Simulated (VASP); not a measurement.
# HfB2 (P6/mmm) in VASP: further runs

HfB2 is run at these levels: PBEsol; tasks: relaxation of shape and atoms at fixed volume.

All numbers are computed with VASP 6.6.1; they aren't measurements. Logs are shortened: lines on timing, memory, paths and dates and some standing lists are left out, and cuts for length are marked.

### 1 The cell of the first run

Symmetry: P6/mmm, No. 191, hexagonal system. Conventional cell: a = 3.223 Å, b = 3.223 Å, c = 3.570 Å, α = 90.00°, β = 90.00°, γ = 120.00°. Hf (site symmetry 6/mmm) has 12 B at 2.58 Å and 6 Hf at 3.22 Å within 3.4 Å. Within 2.6 Å of B (site symmetry -6m2) lie 3 B at 1.86 Å and 6 Hf at 2.58 Å.

### 2 Relaxation of shape and atoms at fixed volume, PBEsol (10.71 Å³/atom)

Contents of INCAR:

```
SYSTEM = HfB2
ALGO     = Normal         ! electronic algorithm
EDIFF    = 1E-7           ! SCF threshold, eV
EDIFFG   = -0.01          ! ionic threshold
ENCUT    = 600            ! plane-wave cutoff, eV
GGA      = PS             ! functional
IBRION   = 2              ! ionic algorithm
ISIF     = 4              ! what is computed and relaxed
ISMEAR   = 0              ! smearing method
LASPH    = .TRUE.         ! aspherical terms in the spheres
LCHARG   = .FALSE.        ! write CHGCAR
LREAL    = .FALSE.        ! projectors in reciprocal space
LWAVE    = .FALSE.        ! write WAVECAR
NELM     = 100            ! most SCF steps
NSW      = 50             ! ionic steps
PREC     = Accurate       ! precision mode
SIGMA    = 0.1            ! smearing width, eV
```

Contents of KPOINTS:

```
k-points
0
G
  18 18 12
  0 0 0
```

Contents of POSCAR:

```
HfB2
1.0
    3.2231019793      0.0000000000      0.0000000000
   -1.6115509896      2.7912881930      0.0000000000
    0.0000000000      0.0000000000      3.5699233666
Hf B
1 2
Direct
    0.0000000000      0.0000000000      0.0000000000
    0.3333333333      0.6666666667      0.5000000000
    0.6666666667      0.3333333333      0.5000000000
```

Potentials or basis: VASP PAW PBE potentials, release 64 (Hf_pv, B).

Run with:

```sh
$ cat potpaw_PBE.64/Hf_pv/POTCAR potpaw_PBE.64/B/POTCAR > POTCAR
$ mpirun -np 1 vasp_std > vasp.out
```

OUTCAR:

```text
SYSTEM = HfB2
   EDIFF = 1E-7
   EDIFFG = -0.01
   ENCUT = 600
   GGA = PS
   IBRION = 2
   ISIF = 4
   ISMEAR = 0
   LASPH = .TRUE.
   LREAL = .FALSE.
   NELM = 100
   NSW = 50
   PREC = Accurate

 ion  position               nearest neighbor table
   1  0.000  0.000  0.000-   2 2.58   3 2.58   2 2.58   3 2.58   2 2.58   2 2.58   3 2.58   3 2.58
                             3 2.58   3 2.58   2 2.58   2 2.58
   2  0.333  0.667  0.500-   3 1.86   3 1.86   3 1.86   1 2.58   1 2.58   1 2.58   1 2.58   1 2.58
                             1 2.58
   3  0.667  0.333  0.500-   2 1.86   2 1.86   2 1.86   1 2.58   1 2.58   1 2.58   1 2.58   1 2.58
                             1 2.58

  LATTYP: Found a hexagonal cell.
 ALAT       =     3.2231019793
 C/A-ratio  =     1.1076048445

  Lattice vectors:

 A1 = (   3.2231019793,   0.0000000000,   0.0000000000)
 A2 = (  -1.6115509896,   2.7912881930,   0.0000000000)
 A3 = (   0.0000000000,   0.0000000000,   3.5699233666)

Analysis of symmetry for initial positions (statically):
=====================================================================
 Subroutine PRICEL returns:
 Original cell was already a primitive cell.

 Routine SETGRP: Setting up the symmetry group for a
 hexagonal supercell.

 Subroutine GETGRP returns: Found 24 space group operations
 (whereof 24 operations were pure point group operations)
 out of a pool of 24 trial point group operations.

The static configuration has the point symmetry D_6h.

Analysis of symmetry for dynamics (positions and initial velocities):
=====================================================================
 Subroutine PRICEL returns:
 Original cell was already a primitive cell.

 Routine SETGRP: Setting up the symmetry group for a
 hexagonal supercell.

 Subroutine GETGRP returns: Found 24 space group operations
 (whereof 24 operations were pure point group operations)
 out of a pool of 24 trial point group operations.

The dynamic configuration has the point symmetry D_6h.

 Subroutine INISYM returns: Found 24 space group operations
 (whereof 24 operations are pure point group operations),
 and found     1 'primitive' translations

----------------------------------------------------------------------------------------

[... 162 lines left out ...]
    -1.611550990  2.791288193  0.000000000     0.000000000  0.358257525  0.000000000
     0.000000000  0.000000000  3.569923367     0.000000000  0.000000000  0.280118058

 POSITION                                       TOTAL-FORCE (eV/Angst)
 -----------------------------------------------------------------------------------
      0.00000      0.00000      0.00000         0.000000      0.000000     -0.000000
     -0.00000      1.86086      1.78496         0.000000      0.000000     -0.000000
      1.61155      0.93043      1.78496        -0.000000      0.000000      0.000000
 -----------------------------------------------------------------------------------
    total drift:                               -0.000000      0.000000      0.000000

  FREE ENERGIE OF THE ION-ELECTRON SYSTEM (eV)
  ---------------------------------------------------
  free  energy   TOTEN  =       -27.6619218174 eV

  energy  without entropy=      -27.6606538969  energy(sigma->0) =      -27.66128786

--------------------------------------- Ionic step        2  -------------------------------------------

 number of electron      15.9999999 magnetization

 Free energy of the ion-electron system (eV)
  ---------------------------------------------------
  ext. energy  EPLUGINS =         0.00000000
  ---------------------------------------------------
  free energy    TOTEN  =       -27.66224500 eV

  energy without entropy =      -27.66095782  energy(sigma->0) =      -27.66160141

 E-fermi :   7.0100     XC(G=0): -12.3216

 val. band max:        6.9909977905   @ k =   0.1111  -0.0000   0.4167
 cond. band min:       7.0214291420   @ k =   0.0000   0.0000   0.2500
 fundamental gap:      0.0304313515
 Fermi energy:         7.0100154228

 k-point     1 :       0.0000    0.0000    0.0000
  band No.  band energies     occupation
      1     -23.8812      2.00000
      2     -23.4587      2.00000
      3     -23.4587      2.00000
      4      -6.3274      2.00000
      5       4.0818      2.00000
      6       4.1662      2.00000
      7       4.2436      2.00000
      8       4.2436      2.00000
      9      10.5671      0.00000
     10      10.5671      0.00000
     11      11.1806      0.00000
     12      11.1806      0.00000
[... 331 lines left out ...]
 k-point    24 :       0.3889    0.1111    0.0000
  band No.  band energies     occupation
      1     -24.0086      2.00000
      2     -23.7821      2.00000
      3     -23.6356      2.00000
      4      -2.8205      2.00000
      5      -1.2409      2.00000
      6       2.4198      2.00000
      7       3.2401      2.00000
      8       5.5165      2.00000
      9       7.3125      0.00002
     10      10.2465      0.00000
     11      11.4268      0.00000
     12      12.1268      0.00000

 [... further k-points ...]

------------------------ aborting loop because EDIFF is reached ----------------------------------------

  FORCE on cell =-STRESS in cart. coord.  units (eV):
  Direction    XX          YY          ZZ          XY          YZ          ZX
  --------------------------------------------------------------------------------------
  -------------------------------------------------------------------------------------
  Total       -4.2024393     -4.2024393     -4.1981206     -0.0000000      0.0000000     -0.0000000
  in kB     -209.6401253   -209.6401253   -209.4246876     -0.0000000      0.0000000     -0.0000000
  external PRESSURE =    -209.5683128 kB  Pullay stress =       0.0000000 kB

 VOLUME and BASIS-vectors are now :
 -----------------------------------------------------------------------------
  energy-cutoff  :      600.00
  volume of cell :       32.12
      direct lattice vectors                 reciprocal lattice vectors
     3.218908643 -0.000000000 -0.000000000     0.310664300  0.179362117  0.000000000
    -1.609454321  2.787656657  0.000000000     0.000000000  0.358724234 -0.000000000
    -0.000000000  0.000000000  3.579230646     0.000000000 -0.000000000  0.279389651

 POSITION                                       TOTAL-FORCE (eV/Angst)
 -----------------------------------------------------------------------------------
     -0.00000      0.00000      3.57923        -0.000000     -0.000000     -0.000000
     -0.00000      1.85844      1.78962         0.000000     -0.000000      0.000000
      1.60945      0.92922      1.78962        -0.000000      0.000000     -0.000000
 -----------------------------------------------------------------------------------
    total drift:                               -0.000000      0.000000      0.000000

  FREE ENERGIE OF THE ION-ELECTRON SYSTEM (eV)
  ---------------------------------------------------
  free  energy   TOTEN  =       -27.6622449963 eV

  energy  without entropy=      -27.6609578214  energy(sigma->0) =      -27.66160141

 reached required accuracy - stopping structural energy minimisation
```

CONTCAR:

```text
HfB2
   1.00000000000000
     3.2189086427038784   -0.0000000000039899   -0.0000000000000000
    -1.6094543213054595    2.7876566569917438    0.0000000000000000
    -0.0000000000000000    0.0000000000000000    3.5792306460112524
  Hf              B
     1     2
Direct
     0.0000000000000000    0.0000000000000000    1.0000000000000000
     0.3333333332999970    0.6666666667000030    0.5000000000000000
     0.6666666667000030    0.3333333332999970    0.5000000000000000

  0.00000000E+00  0.00000000E+00  0.00000000E+00
  0.00000000E+00  0.00000000E+00  0.00000000E+00
  0.00000000E+00  0.00000000E+00  0.00000000E+00
```

It took 5 min on 1 thread of Intel Xeon Platinum 8259CL at 2.50GHz (Skylake/Cascade Lake), shared host; peak memory 0.27 GiB.

What came out:

| Item | Value |
| --- | --- |
| Free energy | -27.6622 eV |
| Energy gained by relaxing | 0.1 meV/atom |
| Ionic steps | 2 |
| Pressure after relaxing | -21.0 GPa |
| Band gap on the k mesh | zero (bands 8 and 9 overlap by 1.26 eV) |

The path:
| step | energy change (eV) | largest force (eV/Å) | pressure (GPa) | volume (Å³) |
| --- | --- | --- | --- | --- |
| 1 | 0.0000 | 0.0000 | -21.03 | 32.12 |
| 2 | -0.0003 | 0.0000 | -20.96 | 32.12 |

Final structure:
```
Hf B
1.0
     3.21891    0.00000    0.00000
    -1.60945    2.78766    0.00000
     0.00000    0.00000    3.57923
Hf B
1 2
Direct
  0.00000 0.00000 0.00000
  0.33333 0.66667 0.50000
  0.66667 0.33333 0.50000
```

Caveat: the PAW data sets were made with another functional, which shifts forces and pressure a little; spin-orbit coupling is left out, which moves the levels of the heavy elements.

### 3 Relaxation of shape and atoms at fixed volume, PBEsol (8.56 Å³/atom)

This run uses another cell than the first one, of 8.56 Å³/atom.

Contents of INCAR:

```
SYSTEM = HfB2
  ALGO = Normal
  EDIFF = 1E-7
  EDIFFG = -0.01
  ENCUT = 600
  GGA = PS
  IBRION = 2
  ISIF = 4
  ISMEAR = 0
  LASPH = .True.
  LCHARG = .False.
  LREAL = .False.
  LWAVE = .False.
  NELM = 60
  NSW = 50
  PREC = Accurate
  SIGMA = 0.1
```

Contents of KPOINTS:

```
k-points
0
Gamma
  18 18 12
  0 0 0
```

Contents of POSCAR:

```
HfB2
1.0
    3.0039332645      0.0000000000      0.0000000000
   -1.5019666323      2.6014825184      0.0000000000
    0.0000000000      0.0000000000      3.2878834482
Hf B
1 2
Direct
    0.0000000000      0.0000000000      0.0000000000
    0.3333333333      0.6666666667      0.5000000000
    0.6666666667      0.3333333333      0.5000000000
```

Potentials or basis: VASP PAW PBE potentials, release 64 (Hf_pv, B).

Run with:

```sh
$ cat potpaw_PBE.64/Hf_pv/POTCAR potpaw_PBE.64/B/POTCAR > POTCAR
$ mpirun -np 1 vasp_std > vasp.out
```

Run time: 1.9 min. Hardware: 1 thread of Intel Xeon Platinum 8259CL at 2.50GHz (Skylake/Cascade Lake), shared host; peak memory 0.23 GiB.

Results (log left out):

| Quantity | Value |
| --- | --- |
| Free energy | -27.4403 eV |
| Pressure after relaxing | 43.4 GPa |
| Band gap on the k mesh | zero (bands 8 and 9 overlap by 1.31 eV) |

Stress tensor (GPa, compression positive):
```
43.35  0.00  0.00
 0.00 43.35  0.00
 0.00  0.00 43.46
```

Final structure:
```cif
data_structure
_symmetry_space_group_name_H-M 'P 1'
_symmetry_Int_Tables_number 1
_cell_length_a 3.0039
_cell_length_b 3.0039
_cell_length_c 3.2879
_cell_angle_alpha 90.000
_cell_angle_beta 90.000
_cell_angle_gamma 120.000
_cell_volume 25.69
loop_
_atom_site_label
_atom_site_type_symbol
_atom_site_fract_x
_atom_site_fract_y
_atom_site_fract_z
_atom_site_occupancy
Hf1 Hf 0.00000 0.00000 0.00000 1
B1 B 0.33333 0.66667 0.50000 1
B2 B 0.66667 0.33333 0.50000 1
```

Levels at points of the mesh, in eV from the Fermi level:
```tsv
k point	band 6	band 7	band 8	band 9	band 10	band 11
(0.00, 0.00, 0.00)	-3.37	-3.37	-2.58	4.70	4.70	5.53
(0.50, 0.00, 0.00)	-4.64	-3.64	-3.43	2.49	3.13	6.62
(0.00, 0.00, 0.50)	-1.32	-1.32	0.13	0.13	1.03	1.03
(0.50, 0.00, 0.50)	-5.64	-5.32	-2.34	4.81	5.17	7.35
```

Caveat: the PAW data sets were made with another functional, which shifts forces and pressure a little; spin-orbit coupling is left out, which moves the levels of the heavy elements.

### 4 Relaxation of shape and atoms at fixed volume, PBEsol (8.86 Å³/atom)

This run uses another cell than the first one, of 8.86 Å³/atom.

Contents of INCAR:

```
SYSTEM = HfB2
  PREC = Accurate
  ENCUT = 600
  EDIFF = 1E-6
  ISMEAR = 0
  SIGMA = 0.1
  LREAL = .FALSE.
  LASPH = .TRUE.
  NELM = 60
  ALGO = Normal
  ISIF = 4
  LWAVE = .FALSE.
  LCHARG = .FALSE.
  GGA = PS
  IBRION = 2
  NSW = 50
  EDIFFG = -0.01
```

Contents of KPOINTS:

```
Automatic mesh
0
G
  18 18 12
  0 0 0
```

Contents of POSCAR:

```
HfB2
1.0
    3.0355725000      0.0000000000      0.0000000000
   -1.5177862500      2.6288829001      0.0000000000
    0.0000000000      0.0000000000      3.3294651601
Hf B
1 2
Direct
    0.0000000000      0.0000000000      0.0000000000
    0.3333333333      0.6666666667      0.5000000000
    0.6666666667      0.3333333333      0.5000000000
```

Run with:

```sh
$ cat potpaw_PBE.64/Hf_pv/POTCAR potpaw_PBE.64/B/POTCAR > POTCAR
$ mpirun -np 1 vasp_std > vasp.out
```

It took 1.7 min on 1 thread of Intel Xeon Platinum 8259CL at 2.50GHz (Skylake/Cascade Lake), shared host; peak memory 0.24 GiB.

Results (log left out):

- Free energy: -27.6403 eV
- Pressure after relaxing: 30.0 GPa
- Band gap on the k mesh: zero (bands 8 and 9 overlap by 1.30 eV)

Stress tensor (GPa, compression positive):
```
30.01  0.00  0.00
 0.00 30.01  0.00
 0.00  0.00 29.87
```

Final structure:
```cif
data_structure
_symmetry_space_group_name_H-M 'P 1'
_symmetry_Int_Tables_number 1
_cell_length_a 3.0356
_cell_length_b 3.0356
_cell_length_c 3.3295
_cell_angle_alpha 90.000
_cell_angle_beta 90.000
_cell_angle_gamma 120.000
_cell_volume 26.57
loop_
_atom_site_label
_atom_site_type_symbol
_atom_site_fract_x
_atom_site_fract_y
_atom_site_fract_z
_atom_site_occupancy
Hf1 Hf 0.00000 0.00000 0.00000 1
B1 B 0.33333 0.66667 0.50000 1
B2 B 0.66667 0.33333 0.50000 1
```

Levels at points of the mesh, in eV from the Fermi level:
```tsv
k point	band 5	band 6	band 7	band 8	band 9	band 10	band 11	band 12
(0.00, 0.00, 0.00)	-3.35	-3.27	-3.27	-2.64	4.52	4.52	5.34	5.37
(0.50, 0.00, 0.00)	-9.09	-4.53	-3.61	-3.31	2.39	3.01	6.38	6.42
(0.00, 0.00, 0.50)	-8.85	-1.30	-1.30	0.15	0.15	1.00	1.00	2.67
(0.50, 0.00, 0.50)	-7.61	-5.50	-5.19	-2.45	4.60	4.91	7.07	8.42
```

Caveat: the PAW data sets were made with another functional, which shifts forces and pressure a little; spin-orbit coupling is left out, which moves the levels of the heavy elements.

### 5 Summary

```csv
cell,gap on the mesh (eV),pressure (GPa)
"relaxed from a = 3.223, b = 3.223, c = 3.570 Å, angles 90.0, 90.0, 120.0°, 3 atoms",none,-21.0
"relaxed from a = 3.004, b = 3.004, c = 3.288 Å, angles 90.0, 90.0, 120.0°, 3 atoms",none,43.4
"relaxed from a = 3.036, b = 3.036, c = 3.329 Å, angles 90.0, 90.0, 120.0°, 3 atoms",none,30.0
```

Alike in all rows: task relaxation of shape and atoms at fixed volume; level PBEsol; potentials or basis VASP PAW PBE potentials, release 64 (Hf_pv, B); no spin polarisation; k mesh 18 × 18 × 12; cutoff (eV) 600; smearing gaussian 0.1 eV.

Caveats: the PAW data sets were made with another functional, which shifts forces and pressure a little; spin-orbit coupling is left out, which moves the levels of the heavy elements.

Absolute energies hang on the potentials; compare differences alone.

The gap in the log of VASP goes by the Fermi energy; the results here count the filled bands.